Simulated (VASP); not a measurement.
# RuBrCl3 (Pm-3m) in VASP: relaxation of cell and atoms with PBE

Aim: the relaxation of cell and atoms of RuBrCl3 with PBE.

Program: VASP 6.6.1. These are calculated values, not measurements. Logs are shortened: lines on timing, memory, paths and dates and some standing lists are left out, and cuts for length are marked.

### Step 1. The cell of the first run

It takes space group Pm-3m (No. 221, cubic). Conventional cell: a = 5.203 Å, b = 5.203 Å, c = 5.203 Å, α = 90.00°, β = 90.00°, γ = 90.00°. Within 3.4 Å of Ru (site symmetry m-3m) lie 6 Cl at 2.60 Å. Within 4.8 Å of Br (site symmetry m-3m) lie 12 Cl at 3.68 Å and 8 Ru at 4.51 Å. Within 3.4 Å of Cl (site symmetry 4/mmm) lie 2 Ru at 2.60 Å.

The cell was generated, and may not be a known phase.

### Step 2. Relaxation of cell and atoms, PBE, collinear spin, ferromagnetic start

INCAR

```
SYSTEM = RuBrCl3
PREC = Accurate
ENCUT = 600
EDIFF = 1E-6
ISMEAR = 0
SIGMA = 0.1
LREAL = .False.
LASPH = .True.
NELM = 150
ALGO = Normal
ISIF = 3
LWAVE = .False.
LCHARG = .False.
ISPIN = 2
MAGMOM = 1 0 0 0 0
LORBIT = 11
LMAXMIX = 4
GGA = PE
IBRION = 2
NSW = 90
EDIFFG = -0.04
```

KPOINTS

```
Automatic mesh
0
Gamma
  4 4 4
  0 0 0
```

POSCAR

```
RuBrCl3
1.0
    5.2026853000      0.0000000000      0.0000000000
    0.0000000000      5.2026853000      0.0000000000
    0.0000000000      0.0000000000      5.2026853000
Ru Br Cl
1 1 3
Direct
    0.5000000000      0.5000000000      0.5000000000
    0.0000000000      0.0000000000      0.0000000000
    0.0000000000      0.5000000000      0.5000000000
    0.5000000000      0.0000000000      0.5000000000
    0.5000000000      0.5000000000      0.0000000000
```

Potentials or basis: VASP PAW PBE potentials, release 64 (Ru_pv, Br, Cl).

Run with:

```console
$ cat potpaw_PBE.64/Ru_pv/POTCAR potpaw_PBE.64/Br/POTCAR potpaw_PBE.64/Cl/POTCAR > POTCAR
$ mpirun -np 1 vasp_std > vasp.out
```

OUTCAR:

```text
SYSTEM = RuBrCl3
   PREC = Accurate
   ENCUT = 600
   EDIFF = 1E-6
   ISMEAR = 0
   LREAL = .False.
   LASPH = .True.
   NELM = 150
   ISIF = 3
   ISPIN = 2
   LORBIT = 11
   GGA = PE
   IBRION = 2
   NSW = 90
   EDIFFG = -0.04

 ion  position               nearest neighbor table
   1  0.500  0.500  0.500-   3 2.60   4 2.60   5 2.60   5 2.60   4 2.60   3 2.60
   2  0.000  0.000  0.000-
   3  0.000  0.500  0.500-   1 2.60   1 2.60
   4  0.500  0.000  0.500-   1 2.60   1 2.60
   5  0.500  0.500  0.000-   1 2.60   1 2.60

  LATTYP: Found a simple cubic cell.
 ALAT       =     5.2026853000

  Lattice vectors:

 A1 = (   5.2026853000,   0.0000000000,   0.0000000000)
 A2 = (   0.0000000000,   5.2026853000,   0.0000000000)
 A3 = (   0.0000000000,   0.0000000000,   5.2026853000)

Analysis of symmetry for initial positions (statically):
=====================================================================
 Subroutine PRICEL returns:
 Original cell was already a primitive cell.

 Routine SETGRP: Setting up the symmetry group for a
 simple cubic supercell.

 Subroutine GETGRP returns: Found 48 space group operations
 (whereof 48 operations were pure point group operations)
 out of a pool of 48 trial point group operations.

The static configuration has the point symmetry O_h .

Analysis of symmetry for dynamics (positions and initial velocities):
=====================================================================
 Subroutine PRICEL returns:
 Original cell was already a primitive cell.

 Routine SETGRP: Setting up the symmetry group for a
 simple cubic supercell.

 Subroutine GETGRP returns: Found 48 space group operations
 (whereof 48 operations were pure point group operations)
 out of a pool of 48 trial point group operations.

The dynamic configuration has the point symmetry O_h .

Analysis of structural, dynamic, and magnetic symmetry:
=====================================================================
 Subroutine PRICEL returns:
 Original cell was already a primitive cell.

 Routine SETGRP: Setting up the symmetry group for a
 simple cubic supercell.

 Subroutine GETGRP returns: Found 48 space group operations
 (whereof 48 operations were pure point group operations)
 out of a pool of 48 trial point group operations.

The overall configuration has the point symmetry O_h .

 Subroutine INISYM returns: Found 48 space group operations
 (whereof 48 operations are pure point group operations),
 and found     1 'primitive' translations

----------------------------------------------------------------------------------------

                                     Primitive cell

  volume of cell :     140.8259

  direct lattice vectors                    reciprocal lattice vectors
     5.202685300  0.000000000  0.000000000     0.192208435  0.000000000  0.000000000
     0.000000000  5.202685300  0.000000000     0.000000000  0.192208435  0.000000000
     0.000000000  0.000000000  5.202685300     0.000000000  0.000000000  0.192208435

  length of vectors
     5.202685300  5.202685300  5.202685300     0.192208435  0.192208435  0.192208435

  position of ions in fractional coordinates (direct lattice)
     0.500000000  0.500000000  0.500000000
     0.000000000  0.000000000  0.000000000
     0.000000000  0.500000000  0.500000000
     0.500000000  0.000000000  0.500000000
     0.500000000  0.500000000  0.000000000

  ion indices of the primitive-cell ions
   primitive index   ion index
                 1           1
                 2           2
                 3           3
                 4           4
                 5           5

----------------------------------------------------------------------------------------

 KPOINTS: Automatic mesh

Automatic generation of k-mesh.
 Grid dimensions read from file:
 generate k-points for:    4    4    4

 Generating k-lattice:

  Cartesian coordinates                     Fractional coordinates (reciprocal lattice)
     0.048052109  0.000000000  0.000000000     0.250000000  0.000000000  0.000000000
     0.000000000  0.048052109  0.000000000     0.000000000  0.250000000  0.000000000
     0.000000000  0.000000000  0.048052109     0.000000000  0.000000000  0.250000000

  Length of vectors
     0.048052109  0.048052109  0.048052109

  Shift w.r.t. Gamma in fractional coordinates (k-lattice)
     0.000000000  0.000000000  0.000000000

 Subroutine IBZKPT returns following result:
 ===========================================

 Found     10 irreducible k-points:

 Following reciprocal coordinates:
            Coordinates               Weight
  0.000000  0.000000  0.000000      1.000000
  0.250000  0.000000  0.000000      6.000000
  0.500000  0.000000  0.000000      3.000000
  0.250000  0.250000  0.000000     12.000000
  0.500000  0.250000  0.000000     12.000000
  0.500000  0.500000  0.000000      3.000000
  0.250000  0.250000  0.250000      8.000000
  0.500000  0.250000  0.250000     12.000000
  0.500000  0.500000  0.250000      6.000000
  0.500000  0.500000  0.500000      1.000000
   k-points           NKPTS =     10   k-points in BZ     NKDIM =     10   number of bands    NBANDS=     26
   number of dos      NEDOS =    301   number of ions     NIONS =      5
   total plane-waves  NPLWV =  74088
   dimension x,y,z NGX =    42 NGY =   42 NGZ =   42
   dimension x,y,z NGXF=    84 NGYF=   84 NGZF=   84
   ions per type =               1   1   3
   NGX,Y,Z   is equivalent  to a cutoff of  13.42, 13.42, 13.42 a.u.
   NGXF,Y,Z  is equivalent  to a cutoff of  26.84, 26.84, 26.84 a.u.
 SYSTEM =  RuBrCl3
   PREC   = accura    normal or accurate (medium, high low for compatibility)
   ISTART =      0    job   : 0-new  1-cont  2-samecut
   ICHARG =      2    charge: 1-file 2-atom 10-const
   ISPIN  =      2    spin polarized calculation?
   LNONCOLLINEAR =      F non collinear calculations
   LSORBIT =      F    spin-orbit coupling
   LASPH  =      T    aspherical Exc in radial PAW
   ENCUT  =  600.0 eV  44.10 Ry    6.64 a.u.  10.39 10.39 10.39*2*pi/ulx,y,z
   NELM   =    150;   NELMIN=  2; NELMDL= -5     # of ELM steps
   EDIFF  = 0.1E-05   stopping-criterion for ELM
   LREAL  =      F    real-space projection
   EDIFFG = -.4E-01   stopping-criterion for IOM
   NSW    =     90    number of steps for IOM
   IBRION =      2    ionic relax: 0-MD 1-quasi-New 2-CG
   NFREE  =      1    steps in history (QN), initial steepest desc. (CG)
   ISIF   =      3    stress and relaxation
   ISYM   =      2    0-nonsym 1-usesym 2-fastsym
   POTIM  = 0.5000    time-step for ionic-motion
   TEBEG  =    0.0;   TEEND  =   0.0 temperature during run
   PSTRESS=    0.0 pullay stress
   NELECT =      42.0000    total number of electrons
   NUPDOWN=      -1.0000    fix difference up-down
   EMIN   =  10.00;   EMAX   =-10.00  energy-range for DOS
   EFERMI =   0.00;   METHOD = LEGACY
   ISMEAR =     0;   SIGMA  =   0.10  broadening in eV -4-tet -1-fermi 0-gaus
   EFERMI_NEDOS =   21; number of points for ismear=-14 and -15
   IALGO  =     38    algorithm
   IMIX   =      4    mixing-type and parameters
     AMIX     =   0.40;   BMIX     =  1.00
     AMIX_MAG =   1.60;   BMIX_MAG =  1.00
  volume/ion in A,a.u.               =      28.17       190.07
  Fermi-wavevector in a.u.,A,eV,Ry     =   1.093781  2.066946 16.277423  1.196357
  Thomas-Fermi vector in A             =   2.230073
   LORBIT       =     11    0 simple, 1 ext, 2 COOP (PROOUT), +10 PAW based schemes
   GGA     = PE    functional components
   LHFCALC =     F    Hartree Fock is set to
   AEXX    =    0.0000 exact exchange contribution
   IVDW    =     0    specifies the selected vdW correction
   LEPSILON=     F    determine dielectric tensor
   LRPA    =     F    only Hartree local field effects (RPA)
 conjugate gradient relaxation of ions
 spin polarized calculation
 Gauss-broadening in eV      SIGMA  =   0.10
  energy-cutoff  :      600.00
  volume of cell :      140.83
 maximum number of plane-waves:      4713
 NGX is ok and might be reduce to    42
   NGX = 21   NGY = 21   NGZ = 21

--------------------------------------- Ionic step        1  -------------------------------------------

 number of electron      41.9999985 magnetization       2.2380755

 Free energy of the ion-electron system (eV)
  ---------------------------------------------------
  ext. energy  EPLUGINS =         0.00000000
  ---------------------------------------------------
  free energy    TOTEN  =       -15.18375591 eV

  energy without entropy =      -15.12452287  energy(sigma->0) =      -15.15413939

------------------------ aborting loop because EDIFF is reached ----------------------------------------

  FORCE on cell =-STRESS in cart. coord.  units (eV):
  Direction    XX          YY          ZZ          XY          YZ          ZX
  --------------------------------------------------------------------------------------
  -------------------------------------------------------------------------------------
  Total       -6.5564265     -6.5564265     -6.5564265      0.0000000     -0.0000000      0.0000000
  in kB      -74.5924903    -74.5924903    -74.5924903      0.0000000     -0.0000000      0.0000000
  external PRESSURE =     -74.5924903 kB  Pullay stress =       0.0000000 kB
[... 102 lines left out ...]
  energy  without entropy=      -16.1142847944  energy(sigma->0) =      -16.12898687

--------------------------------------- Ionic step        4  -------------------------------------------

 number of electron      42.0000005 magnetization       1.1188733

 Free energy of the ion-electron system (eV)
  ---------------------------------------------------
  ext. energy  EPLUGINS =         0.00000000
  ---------------------------------------------------
  free energy    TOTEN  =       -16.14478050 eV

  energy without entropy =      -16.11646872  energy(sigma->0) =      -16.13062461

 E-fermi :   3.0859     XC(G=0):  -9.6799

 val. band max:        3.0476332144   @ k =   0.5000   0.0000   0.0000
 cond. band min:       3.1293467414   @ k =   0.5000   0.2500   0.2500
 fundamental gap:      0.0817135269
 Fermi energy:         3.0859200019

 spin component 1

 k-point     1 :       0.0000    0.0000    0.0000
  band No.  band energies     occupation
      1     -40.2445      1.00000
      2     -40.2445      1.00000
      3     -40.2445      1.00000
      4     -12.9068      1.00000
      5     -11.9707      1.00000
      6     -11.9707      1.00000
[... 279 lines left out ...]
     25       9.8711      0.00000
     26       9.8711      0.00000
 Fermi energy:         3.0859200019

 spin component 2

 k-point     1 :       0.0000    0.0000    0.0000
  band No.  band energies     occupation
      1     -39.3751      1.00000
      2     -39.3751      1.00000
      3     -39.3751      1.00000
      4     -12.8444      1.00000
      5     -11.8861      1.00000
      6     -11.8861      1.00000
[... 311 lines left out ...]
  FREE ENERGIE OF THE ION-ELECTRON SYSTEM (eV)
  ---------------------------------------------------
  free  energy   TOTEN  =       -16.1447805028 eV

  energy  without entropy=      -16.1164687201  energy(sigma->0) =      -16.13062461

 reached required accuracy - stopping structural energy minimisation

 total charge

# of ion       s       p       d       tot
------------------------------------------
    1        0.245   6.183   5.903  12.331
    2        1.633   3.091   0.008   4.731
    3        1.607   3.445   0.000   5.052
    4        1.607   3.445   0.000   5.052
    5        1.607   3.445   0.000   5.052
--------------------------------------------------
tot          6.698  19.609   5.910  32.217

 magnetization (x)

# of ion       s       p       d       tot
------------------------------------------
    1        0.017   0.006   1.106   1.130
    2       -0.007  -0.197   0.000  -0.204
    3        0.006   0.044   0.000   0.051
    4        0.006   0.044   0.000   0.051
    5        0.006   0.044   0.000   0.051
--------------------------------------------------
tot          0.029  -0.058   1.107   1.078
```

It took 18 min on 1 thread of Intel Xeon 8259CL, shared host; peak memory 0.37 GiB.

Results:

* Free energy: -16.1448 eV
* Relaxed volume: 21.85 Å³/atom
* Relaxed cell: a = 4.780 Å, b = 4.780 Å, c = 4.780 Å, α = 90.00°, β = 90.00°, γ = 90.00°
* Space group after relaxing (to 0.1 Å): Pm-3m (No. 221)
* Energy gained by relaxing: 192.2 meV/atom
* Ionic steps: 4
* Pressure after relaxing: 0.1 GPa
* Net moment: 1.12 μB per cell
* Site moments: Ru +1.13; Br -0.20; Cl +0.05 μB
* Valence electrons inside the program's atomic spheres: Ru 12.33; Br 4.73; Cl 5.05

The path:
```tsv
step	energy change (eV)	largest force (eV/Å)	pressure (GPa)	volume (Å³)
1	0.0000	0.0000	-7.46	140.83
2	-0.9022	0.0000	-2.74	115.76
3	-0.9599	0.0000	-0.42	110.18
4	-0.9610	0.0000	0.06	109.23
```

Final structure:
```
Ru Br Cl
1.0
     4.78025    0.00000    0.00000
     0.00000    4.78025    0.00000
     0.00000    0.00000    4.78025
Ru Br Cl
1 1 3
Direct
  0.50000 0.50000 0.50000
  0.00000 0.00000 0.00000
  0.00000 0.50000 0.50000
  0.50000 0.00000 0.50000
  0.50000 0.50000 0.00000
```

Caveat: the volume moved by over 15 % at a fixed basis, so the end points are rough.
